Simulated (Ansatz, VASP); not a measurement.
# W3C2 in VASP and in Ansatz

File INCAR:

```
SYSTEM = W3C2
PREC = Accurate
ENCUT = 520
EDIFF = 1E-6
ISMEAR = 0
SIGMA = 0.1
LREAL = .False.
LASPH = .True.
NELM = 60
ALGO = Normal
ISIF = 2
LWAVE = .False.
LCHARG = .False.
GGA = PE
NBANDS = 33
```

The input KPOINTS:

```
Automatic mesh
0
Gamma
  8 8 8
  0 0 0
```

The input POSCAR:

```
W3C2
1.0
   -1.5072134770      2.1634687386      4.4860210958
    1.5072134770     -2.1634687386      4.4860210958
    1.5072134770      2.1634687386     -4.4860210958
W C
3 2
Direct
    0.5000000000      0.0000000000      0.5000000000
    0.8440542811      0.3440542811      0.5000000000
    0.1559457189      0.6559457189      0.5000000000
    0.3277621817      0.3277621817      0.0000000000
    0.6722378183      0.6722378183      0.0000000000
```

Input for Ansatz:

```yaml
crystal:
  lattice:
    - [-1.507213477, 2.1634687386, 4.4860210958]
    - [1.507213477, -2.1634687386, 4.4860210958]
    - [1.507213477, 2.1634687386, -4.4860210958]
  atoms:
    - { symbol: W, position: [0.5, 0.0, 0.5] }
    - { symbol: W, position: [0.8440542811, 0.3440542811, 0.5] }
    - { symbol: W, position: [0.1559457189, 0.6559457189, 0.5] }
    - { symbol: C, position: [0.3277621817, 0.3277621817, 0.0] }
    - { symbol: C, position: [0.6722378183, 0.6722378183, 0.0] }
basis:
  ecutwfc: 420
kpoints:
  mp_grid: { grid: [8, 8, 8] }
hamiltonian:
  xc: pbe
scf:
  occupations: { method: gaussian, width: 0.1 }
  lower_state_search: "off"
output:
  forces: true
  stress: true
  eigenvalues: true
```

Change from the starting cell: the structure that the rattled cell fell into.

Alike in both runs: task single point; functional PBE; k mesh 8 × 8 × 8; occupations gaussian, width 0.1 eV; no spin polarisation.

|  | VASP | Ansatz |
| --- | --- | --- |
| version | VASP 6.6.1 | Ansatz 0.2.0 |
| potentials or method | VASP PAW PBE potentials, release 64 (W_sv, C), cutoff 520 eV | scalar-relativistic, plane waves, PAW |
| valence electrons in the cell | 50 | 50 |

Ansatz gave:

- gap on the k mesh at the Fermi level (eV): none
- pressure (GPa): -0.2
- traceless stress, the component that is largest in VASP (GPa): -1.06
- rms of the force components (eV/Å): 0.061

Task: What did VASP give for the same quantities?

Result: gap on the k mesh at the Fermi level (eV): none; pressure (GPa): 0.7; traceless stress, the component that is largest in VASP (GPa): -1.06; rms of the force components (eV/Å): 0.075.

Atom by atom the forces differ by 0.014 eV/Å (rms over components). A gap of «none» marks a metal or a gap that the smearing closes.

Spin-orbit coupling is off throughout.
